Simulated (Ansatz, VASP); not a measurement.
**Re: VASP beside Ansatz**

Contents of INCAR:

```
PREC = Accurate
ENCUT = 520
EDIFF = 1E-6
ISMEAR = -1
SIGMA = 0.05
LREAL = F
LASPH = T
NELM = 100
ALGO = Normal
ISIF = 2
LWAVE = F
LCHARG = F
GGA = PS
NBANDS = 10
```

The input KPOINTS:

```
regular mesh
0
Gamma
  17 17 17
```

Contents of POSCAR:

```
Re
1.0
    0.0000000000      1.8304555104      1.8304555104
    1.8304555104      0.0000000000      1.8304555104
    1.8304555104      1.8304555104      0.0000000000
Re
1
Direct
    0.0000000000      0.0000000000      0.0000000000
```

Input for Ansatz:

```yaml
crystal:
  lattice:
    - [0.0, 1.8304555104, 1.8304555104]
    - [1.8304555104, 0.0, 1.8304555104]
    - [1.8304555104, 1.8304555104, 0.0]
  atoms:
    - { symbol: Re, position: [0.0, 0.0, 0.0] }
kpoints:
  mp_grid: { grid: [17, 17, 17] }
scf:
  occupations: { method: fermi_dirac, width: 0.05 }
hamiltonian:
  xc: pbesol
  pseudopotentials: { kind: all_electron, lapw: { basis_error: 0.001 } }
output:
  forces: true
  stress: true
  eigenvalues: true
  populations: true
```

Change from the starting cell: volume scaled by 0.84, LAPW.

Alike in both runs: task single point; functional PBEsol; k mesh 17 × 17 × 17; occupations fermi-dirac, width 0.05 eV; no spin polarisation.

```csv
,VASP,Ansatz
version,VASP 6.6.1,Ansatz 0.2.0
potentials or method,"VASP PAW PBE potentials, release 64 (Re), cutoff 520 eV","all-electron LAPW, scalar-relativistic"
```

```csv
,VASP,Ansatz,Ansatz less VASP
pressure (GPa),102.3,98.8,-3.42
```

VASP's potentials were made for PBE, not for PBEsol. Both programs put the cell under a high pressure, so it lies far from rest at this level. Ansatz ran all-electron here, and VASP with PAW potentials.

Neither program's run includes spin-orbit coupling. Noted on VASP's run: the cell as given lies far from equilibrium.
